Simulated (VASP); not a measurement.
# H4CO in VASP: notebook

Runs on H4CO. Level: PBE. Tasks: single point.

Program: VASP 6.6.1. These are calculated values, not measurements. Logs are shortened: lines on timing, memory, paths and dates and some standing lists are left out, and cuts for length are marked.

## 1. The cell of the first run

The cell holds an amorphous packing of atoms, 36 atoms: a = 7.619 Å, b = 7.619 Å, c = 7.619 Å, α = 90.00°, β = 90.00°, γ = 90.00°.

## 2. Single point, PBE

File INCAR:

```
ALGO = Normal
EDIFF = 1E-6
ENCUT = 520
GGA = PE
GGA_COMPAT = False
ISIF = 2
ISMEAR = -1
LASPH = True
LCHARG = False
LREAL = Auto
LWAVE = False
NBANDS = 66
NELM = 120
PREC = Accurate
SIGMA = 0.05
```

File KPOINTS:

```
k-points
0
Gamma
  1 1 1
```

File POSCAR:

```
H4CO
1.0
    7.6185600000      0.0000000000      0.0000000000
    0.0000000000      7.6185600000      0.0000000000
    0.0000000000      0.0000000000      7.6185600000
C O H
6 6 24
Direct
    0.6670683174      0.6355925529      0.5797027260
    0.2755245086      0.5668262769      0.8321388819
    0.0803563928      0.9504289525      0.3386335475
    0.9253060946      0.3393029654      1.1170746178
    0.6861926663      0.1271106351      0.6259319346
    0.6010584677      0.8299862441      0.1178700437
    0.8176873320      0.6593503234      0.6885815692
    0.2432480679      0.4041708669      0.7459546161
    0.0485656082      0.8989756594      0.1556068338
    1.0253643733      0.2124154696      1.0196283812
    0.7127593666      0.2234674269      0.4681330855
    0.7447864163      0.7219737063      0.0943485383
    0.7098191784      0.6297515541      0.4428920951
    0.7687673261      0.6619886173      0.8083942372
    0.5979870212      0.5129578293      0.6102203041
    0.5641354797      0.7507980511      0.5961494036
    0.2141874580      0.5745836484      0.9619665659
    0.3480316490      0.3349058090      0.7436444682
    0.4180842574      0.5883395287      0.8526676957
    0.2241893481      0.6771752142      0.7533182124
    0.1686801705      0.8482311618      0.3844427293
    0.0535928049      1.0178826445      0.0934034778
    0.1517609627      1.0765288978      0.3343545237
   -0.0405588458      0.9617959299      0.4208013063
    0.8178317162      0.2764301915      1.2016181536
    1.0845225344      0.2599178847      0.9155667213
    1.0097052461      0.4173754620      1.2031670027
    0.8478898900      0.4369723412      1.0417979251
    0.5581500966      0.0665217574      0.6208784862
    0.8198924731      0.2897791709      0.4957104755
    0.7811581191      0.0191899782      0.6457913306
    0.6858120170      0.2144237231      0.7404548891
    0.4774524320      0.7605768019      0.0914477277
    0.8469842070      0.7984054730      0.1213746430
    0.5838767431      0.8715951571      0.2590778310
    0.6234117734      0.9438004032      0.0404013357
```

Potentials or basis: VASP PAW PBE potentials, release 64 (C, O, H).

Launch:

```sh
> cat potpaw_PBE.64/C/POTCAR potpaw_PBE.64/O/POTCAR potpaw_PBE.64/H/POTCAR > POTCAR
> mpirun -np 1 vasp_gam > vasp.out
```

OUTCAR:

```text
EDIFF = 1E-6
   ENCUT = 520
   GGA = PE
   ISIF = 2
   ISMEAR = -1
   LASPH = True
   LREAL = Auto
   NELM = 120
   PREC = Accurate

 ion  position               nearest neighbor table
   1  0.667  0.636  0.580-  13 1.09  15 1.10  16 1.18   7 1.43
   2  0.276  0.567  0.832-  17 1.10  20 1.10  19 1.11   8 1.42
   3  0.080  0.950  0.339-  21 1.09  23 1.10  24 1.12   9 1.47
   4  0.925  0.339  0.117-  27 1.09  28 1.11  25 1.15  10 1.44
   5  0.686  0.127  0.626-  29 1.08  32 1.10  31 1.11  11 1.42
   6  0.601  0.830  0.118-  36 1.06  33 1.10  35 1.13  12 1.38
   7  0.818  0.659  0.689-  14 0.99   1 1.43
   8  0.243  0.404  0.746-  18 0.96   2 1.42
   9  0.049  0.899  0.156-  22 1.02   3 1.47
  10  0.025  0.212  0.020-  26 0.98   4 1.44
  11  0.713  0.223  0.468-  30 0.98   5 1.42
  12  0.745  0.722  0.094-  34 0.99   6 1.38
  13  0.710  0.630  0.443-   1 1.09
  14  0.769  0.662  0.808-   7 0.99
  15  0.598  0.513  0.610-   1 1.10
  16  0.564  0.751  0.596-   1 1.18
  17  0.214  0.575  0.962-   2 1.10
[... 17 lines left out ...]
  35  0.584  0.872  0.259-   6 1.13
  36  0.623  0.944  0.040-   6 1.06

  LATTYP: Found a simple cubic cell.
 ALAT       =     7.6185600000

  Lattice vectors:

 A1 = (   7.6185600000,   0.0000000000,   0.0000000000)
 A2 = (   0.0000000000,   7.6185600000,   0.0000000000)
 A3 = (   0.0000000000,   0.0000000000,   7.6185600000)

Analysis of symmetry for initial positions (statically):
=====================================================================
 Subroutine PRICEL returns:
 Original cell was already a primitive cell.

 Routine SETGRP: Setting up the symmetry group for a
 simple cubic supercell.

 Subroutine GETGRP returns: Found  1 space group operations
 (whereof  1 operations were pure point group operations)
 out of a pool of 48 trial point group operations.

The static configuration has the point symmetry C_1 .

Analysis of symmetry for dynamics (positions and initial velocities):
=====================================================================
 Subroutine PRICEL returns:
 Original cell was already a primitive cell.

 Routine SETGRP: Setting up the symmetry group for a
 simple cubic supercell.

 Subroutine GETGRP returns: Found  1 space group operations
 (whereof  1 operations were pure point group operations)
 out of a pool of 48 trial point group operations.

The dynamic configuration has the point symmetry C_1 .
[... 145 lines left out ...]
   EDIFFG = 0.1E-04   stopping-criterion for IOM
   NSW    =      0    number of steps for IOM
   IBRION =     -1    ionic relax: 0-MD 1-quasi-New 2-CG
   NFREE  =      0    steps in history (QN), initial steepest desc. (CG)
   ISIF   =      2    stress and relaxation
   ISYM   =      2    0-nonsym 1-usesym 2-fastsym
   POTIM  = 0.5000    time-step for ionic-motion
   TEBEG  =    0.0;   TEEND  =   0.0 temperature during run
   PSTRESS=    0.0 pullay stress
   NELECT =      84.0000    total number of electrons
   NUPDOWN=      -1.0000    fix difference up-down
   EMIN   =  10.00;   EMAX   =-10.00  energy-range for DOS
   EFERMI =   0.00;   METHOD = LEGACY
   ISMEAR =    -1;   SIGMA  =   0.05  broadening in eV -4-tet -1-fermi 0-gaus
   EFERMI_NEDOS =   21; number of points for ismear=-14 and -15
   IALGO  =     38    algorithm
   IMIX   =      4    mixing-type and parameters
     AMIX     =   0.40;   BMIX     =  1.00
     AMIX_MAG =   1.60;   BMIX_MAG =  1.00
  volume/ion in A,a.u.               =      12.28        82.89
  Fermi-wavevector in a.u.,A,eV,Ry     =   0.941084  1.778391 12.049850  0.885639
  Thomas-Fermi vector in A             =   2.068560
   LORBIT       =      0    0 simple, 1 ext, 2 COOP (PROOUT), +10 PAW based schemes
   GGA     = PE    functional components
   LHFCALC =     F    Hartree Fock is set to
   AEXX    =    0.0000 exact exchange contribution
   IVDW    =     0    specifies the selected vdW correction
   LEPSILON=     F    determine dielectric tensor
   LRPA    =     F    only Hartree local field effects (RPA)
 non-spin polarized calculation
  energy-cutoff  :      520.00
  volume of cell :      442.20
 maximum number of plane-waves:      5919
 NGX is ok and might be reduce to    60
   NGX = 29   NGY = 29   NGZ = 29

 number of electron      83.9999998 magnetization

 Free energy of the ion-electron system (eV)
  ---------------------------------------------------
  ext. energy  EPLUGINS =         0.00000000
  ---------------------------------------------------
  free energy    TOTEN  =      -181.95288433 eV

  energy without entropy =     -181.95288433  energy(sigma->0) =     -181.95288433

 E-fermi :  -2.0291     XC(G=0):  -5.9953

 val. band max:       -3.3211679455   @ k =   0.0000   0.0000   0.0000
 cond. band min:       1.1641554732   @ k =   0.0000   0.0000   0.0000
 fundamental gap:      4.4853234186
 Fermi energy:        -2.0291496736

 k-point     1 :       0.0000    0.0000    0.0000
  band No.  band energies     occupation
      1     -23.4022      2.00000
      2     -23.0864      2.00000
      3     -23.0465      2.00000
      4     -22.8005      2.00000
      5     -22.5748      2.00000
      6     -22.0287      2.00000
[... 46 lines left out ...]
     53       4.5726      0.00000
     54       4.6943      0.00000
 [bands above 54 left out]

------------------------ aborting loop because EDIFF is reached ----------------------------------------

  FORCE on cell =-STRESS in cart. coord.  units (eV):
  Direction    XX          YY          ZZ          XY          YZ          ZX
  --------------------------------------------------------------------------------------
  -------------------------------------------------------------------------------------
  Total       -0.6282046      1.2665405     -0.2384439      0.0746689     -1.6362381      2.6229664
  in kB       -2.2761089      4.5889252     -0.8639291      0.2705400     -5.9284125      9.5035230
  external PRESSURE =       0.4829624 kB  Pullay stress =       0.0000000 kB

 VOLUME and BASIS-vectors are now :
 -----------------------------------------------------------------------------
  energy-cutoff  :      520.00
  volume of cell :      442.20
      direct lattice vectors                 reciprocal lattice vectors
     7.618560000  0.000000000  0.000000000     0.131258401  0.000000000  0.000000000
     0.000000000  7.618560000  0.000000000     0.000000000  0.131258401  0.000000000
     0.000000000  0.000000000  7.618560000     0.000000000  0.000000000  0.131258401

 POSITION                                       TOTAL-FORCE (eV/Angst)
 -----------------------------------------------------------------------------------
      5.08210      4.84230      4.41650        -1.156916      1.324019      0.164818
      2.09910      4.31840      6.33970         0.693541      0.773248      0.248336
      0.61220      7.24090      2.57990         0.188643     -0.164132     -0.795732
      7.04950      2.58500      0.89194        -1.357934      0.270295      0.619071
      5.22780      0.96840      4.76870        -0.102965     -0.273246      0.386111
      4.57920      6.32330      0.89800        -1.299499      0.111778      1.798883
[... 28 lines left out ...]
      4.44830      6.64030      1.97380         0.228450      0.038615     -0.501951
      4.74950      7.19040      0.30780        -0.598783      1.308684     -0.763749
 -----------------------------------------------------------------------------------
    total drift:                               -0.004881      0.012953      0.002098

  FREE ENERGIE OF THE ION-ELECTRON SYSTEM (eV)
  ---------------------------------------------------
  free  energy   TOTEN  =      -181.9528843262 eV

  energy  without entropy=     -181.9528843261  energy(sigma->0) =     -181.95288433
```

Run time: 88 s. Hardware: 1 thread of AMD EPYC 7R43 (Zen 3), shared host; peak memory 0.46 GiB.

What came out:

```
Free energy            : -181.9529 eV
Pressure               : 0.0 GPa
Largest force          : 2.222 eV/Å
Band gap on the k mesh : 4.49 eV
```

Forces on the atoms (eV/Å):
```
C   -1.157  1.324  0.165
C    0.694  0.773  0.248
C    0.189 -0.164 -0.796
C   -1.358  0.270  0.619
C   -0.103 -0.273  0.386
C   -1.299  0.112  1.799
O   -0.582 -0.037  0.320
O   -1.031 -0.218 -0.067
O   -0.279  1.150  0.256
O   -0.398 -0.023 -0.031
O    0.708  0.232  0.381
O    0.919 -1.146 -0.119
H    0.044  0.096 -0.154
H    0.610  0.162  0.122
H   -0.082 -0.103 -0.049
H    1.275 -1.311 -0.313
H   -0.222 -0.172  0.108
H    0.639 -0.271 -0.007
H   -0.315 -0.038 -0.120
H   -0.003 -0.277 -0.011
H    0.093 -0.114  0.715
H   -0.370 -0.904  0.030
H   -0.126 -0.098  0.342
H    0.420 -0.160 -0.462
H    1.315 -0.027 -0.829
H   -0.058  0.459  0.109
H    0.256  0.007  0.203
H    0.493 -0.366 -0.468
H   -0.638 -0.263 -0.212
H   -0.296  0.042 -0.548
H    0.091  0.185  0.004
H    0.187  0.042  0.248
H    0.064  0.075 -0.499
H    0.691 -0.310 -0.107
H    0.228  0.039 -0.502
H   -0.599  1.309 -0.764
```

Stress tensor (GPa, compression positive):
```
-0.23  0.03  0.95
 0.03  0.46 -0.59
 0.95 -0.59 -0.09
```

Caveat: the k points lie up to 0.82 Å⁻¹ apart.

## 3. Single point, PBE

File INCAR:

```
SYSTEM = H4CO
PREC = Accurate
ENCUT = 520
EDIFF = 1E-6
ISMEAR = -1
SIGMA = 0.05
LREAL = Auto
LASPH = .TRUE.
NELM = 120
ALGO = Normal
ISIF = 2
LWAVE = .FALSE.
LCHARG = .FALSE.
GGA = PE
NBANDS = 66
GGA_COMPAT = .FALSE.
```

File KPOINTS:

```
regular mesh
0
G
  1 1 1
  0 0 0
```

File POSCAR:

```
H4CO
1.0
    7.6185600000      0.0000000000      0.0000000000
    0.0000000000      7.6185600000      0.0000000000
    0.0000000000      0.0000000000      7.6185600000
C O H
6 6 24
Direct
    0.6717804940      0.6275595388      0.5563387307
    0.2558226226      0.5725622690      0.8476536248
    0.1032609837      0.9408864667      0.3188529066
    0.9609296245      0.3711200017      1.1090941070
    0.7160933300      0.1440167171      0.6530630460
    0.6016360047      0.8387936828      0.1125803301
    0.7905693464      0.6106272051      0.6990953671
    0.2486034106      0.3931845388      0.7806724630
    0.0182186660      0.9077305948      0.1579563592
    1.0126323085      0.2252262895      1.0007928007
    0.7042013189      0.2242549773      0.4828734039
    0.7465059014      0.7120768229      0.0704463836
    0.7574134745      0.6512779318      0.4419207829
    0.7334456905      0.6280976983      0.8144321237
    0.5882738995      0.5118290071      0.5212927377
    0.5847824261      0.7474378360      0.5686770203
    0.2782284316      0.5827872984      0.9911321825
    0.3650952411      0.3445139239      0.7505224084
    0.3582566784      0.6504510039      0.7800030452
    0.1291845178      0.6371545279      0.8164272513
    0.1415490591      0.8140252226      0.3843114709
    0.0248472152      1.0227260795      0.0877068632
    0.2133342784      1.0363769531      0.3057008149
    0.0034127184      1.0136823757      0.4012831821
    0.8326507897      0.3638220346      1.1544701361
    1.0938156292      0.2599572623      0.9087281586
    1.0457225512      0.3922919817      1.2245096186
    0.9613627772      0.4942535072      1.0396715390
    0.6088158392      0.0448772471      0.6550056704
    0.7900443128      0.3193385627      0.4894494498
    0.8387018019      0.0761167465      0.6843944262
    0.6836856309      0.2378008443      0.7548276840
    0.4849472866      0.7644095472      0.0732290617
    0.8496881300      0.7817487819      0.0950967112
    0.5801227529      0.8560672883      0.2513204595
    0.6235955351      0.9644998530      0.0388524866
```

Potentials or basis: VASP PAW PBE potentials, release 64 (C, O, H).

Launch:

```sh
> cat potpaw_PBE.64/C/POTCAR potpaw_PBE.64/O/POTCAR potpaw_PBE.64/H/POTCAR > POTCAR
> mpirun -np 1 vasp_gam > vasp.out
```

Wall time 71 s (1 thread of AMD EPYC 7R43 (Zen 3), shared host); peak memory 0.43 GiB.

Results (log left out):

```yaml
Free_energy: -181.9829 eV
Pressure: -0.4 GPa
Largest_force: 2.342 eV/Å
Band_gap_on_the_k_mesh: 4.48 eV
```

Forces in eV/Å, atoms in the order of the input:
```
C   -0.254  0.945 -0.528
C    0.144  0.293 -0.457
C   -0.768  0.718  1.327
C    2.039  0.419 -0.406
C   -1.432 -0.819 -0.359
C    0.590 -1.342 -1.401
O   -0.289 -0.411  0.353
O    0.293  0.051  0.058
O    0.595  0.673 -1.591
O   -0.802 -0.478  0.839
O    0.746 -0.002  0.372
O   -2.211  0.589  0.203
H   -0.209  0.015 -0.115
H    0.195  0.107 -0.150
H    0.266  0.260  0.559
H    0.397 -0.603 -0.001
H   -0.022 -0.371 -0.272
H   -0.552  0.646  0.345
H   -0.067 -0.269  0.083
H    0.212 -0.418  0.075
H   -0.074  0.806 -0.402
H   -0.268 -0.745  0.474
H    0.050 -0.648 -0.063
H    0.665 -0.578  0.175
H   -2.100 -0.868  0.565
H    0.475  0.634 -0.233
H    0.258 -0.360  0.010
H    0.232  0.400 -0.658
H    0.357  0.068  0.005
H   -0.113  0.024 -0.317
H    0.295  0.105 -0.188
H    0.161  0.446  0.557
H   -0.204  0.475 -0.487
H    1.255  0.402  0.355
H    0.526  0.449  0.769
H   -0.383 -0.614  0.506
```

Stress tensor (GPa, compression positive):
```
 0.38  1.06  0.13
 1.06 -1.78 -0.50
 0.13 -0.50  0.19
```

Levels at points of the mesh, in eV from the valence-band top:
```csv
k point,band 39,band 40,band 41,band 42,band 43,band 44,band 45,band 46
"(0.00, 0.00, 0.00)",-0.55,-0.25,-0.05,0.00,4.48,5.89,6.04,6.11
```

Caveat: the k points lie up to 0.82 Å⁻¹ apart.

## 4. Single point, PBE

INCAR is that of step 3.

KPOINTS is that of step 3.

File POSCAR:

```
H4CO
1.0
    7.6185600000      0.0000000000      0.0000000000
    0.0000000000      7.6185600000      0.0000000000
    0.0000000000      0.0000000000      7.6185600000
C O H
6 6 24
Direct
    0.6879515289      0.6675408476      0.5661043557
    0.2434974588      0.5730085475      0.8261009955
    0.1175944010      0.9202920237      0.3129594044
    0.9812352991      0.3685735887      1.1217080393
    0.7302429856      0.1477707073      0.6818742650
    0.5947974420      0.8522607947      0.0931672127
    0.7650133359      0.5563518565      0.6974677629
    0.2697228873      0.3900080855      0.8104812458
    0.0270261047      0.9136766003      0.1438854587
    0.9978001092      0.2455975932      0.9838867188
    0.7090578797      0.2108928721      0.5075631090
    0.7065770959      0.7217636929      0.0383930822
    0.7175502982      0.6096690188      0.4327458207
    0.7195191742      0.5973963584      0.8135789441
    0.5411258821      0.6669239331      0.5771038096
    0.7310567876      0.7982217112      0.5688870338
    0.3265840264      0.6275332871      0.9319871472
    0.3906643775      0.3565896967      0.8064122354
    0.2764826949      0.6449512769      0.7051726310
    0.1104539441      0.6092883695      0.8596375168
    0.0829815608      0.7929188718      0.3690592448
    0.0292837492      1.0228310862      0.0835197203
    0.2634093582      0.9373031124      0.2952132686
    0.0747647849      1.0294202579      0.4009287844
    0.8441490255      0.3713431410      1.1799867692
    1.0932380922      0.2810767389      0.9003801243
    1.0686271421      0.3570359753      1.2312694262
    0.9992045741      0.5065261677      1.0795872186
    0.6566989037      0.0242565524      0.6906292003
    0.7492754536      0.3299311156      0.5194813718
    0.8693112609      0.1132497480      0.7017599126
    0.6841712870      0.2340731057      0.7912650160
    0.4638409358      0.7975129158      0.0996251260
    0.8243552587      0.7737813970      0.0681099840
    0.6228473622      0.8833427839      0.2307785198
    0.6085401966      0.9718240717      0.0053159652
```

Launch:

```sh
> cat potpaw_PBE.64/C/POTCAR potpaw_PBE.64/O/POTCAR potpaw_PBE.64/H/POTCAR > POTCAR
> mpirun -np 1 vasp_gam > vasp.out
```

Run time: 79 s. Hardware: 1 thread of AMD EPYC 7R43 (Zen 3), shared host; peak memory 0.47 GiB.

Results (log left out):

| Item | Value |
| --- | --- |
| Free energy | -182.0290 eV |
| Pressure | 0.4 GPa |
| Largest force | 2.796 eV/Å |
| Band gap on the k mesh | 4.62 eV |

Forces on the atoms (eV/Å):
```
C   -1.228 -2.380 -0.804
C    1.296  1.142  0.207
C    0.132  0.382 -0.785
C   -1.617  1.563  0.083
C    0.121 -1.006  0.260
C   -0.859  1.568  0.404
O   -0.400  0.438  0.245
O   -1.358 -0.500 -0.186
O    0.095 -1.684  1.226
O    0.205 -0.394 -0.056
O   -0.466  0.013  0.239
O    2.402 -0.997 -0.427
H   -0.017  0.343  0.785
H    0.474 -0.035 -0.406
H    0.465  0.070 -0.055
H    0.791  1.717  0.168
H   -0.055 -0.039 -0.103
H    0.782  0.097 -0.044
H    0.032 -0.118 -0.170
H   -0.591 -0.486 -0.055
H    0.350  0.012  0.434
H    0.082  1.870 -0.708
H   -0.715 -0.335  0.068
H   -0.217 -0.358 -0.410
H    0.787 -0.530 -0.624
H   -0.241  0.054  0.696
H    0.912 -0.707  0.697
H    0.008 -0.227 -0.301
H   -0.161 -0.079  0.024
H    0.178  0.872 -0.259
H   -0.040  0.152  0.393
H    0.252  0.013 -0.607
H   -0.696  0.134 -0.495
H   -0.289 -0.698 -0.318
H    0.124  0.659  0.125
H   -0.541 -0.526  0.762
```

Stress tensor (GPa, compression positive):
```
 0.49 -0.40  0.34
-0.40  1.87 -0.82
 0.34 -0.82 -1.06
```

Levels at points of the mesh, in eV from the valence-band top:
```
           k point  band 38  band 39  band 40  band 41  band 42  band 43  band 44  band 45  band 46  band 47
(0.00, 0.00, 0.00)    -0.47    -0.40    -0.35    -0.24     0.00     4.62     5.93     6.04     6.30     6.44
```

Caveat: the k points lie up to 0.82 Å⁻¹ apart.
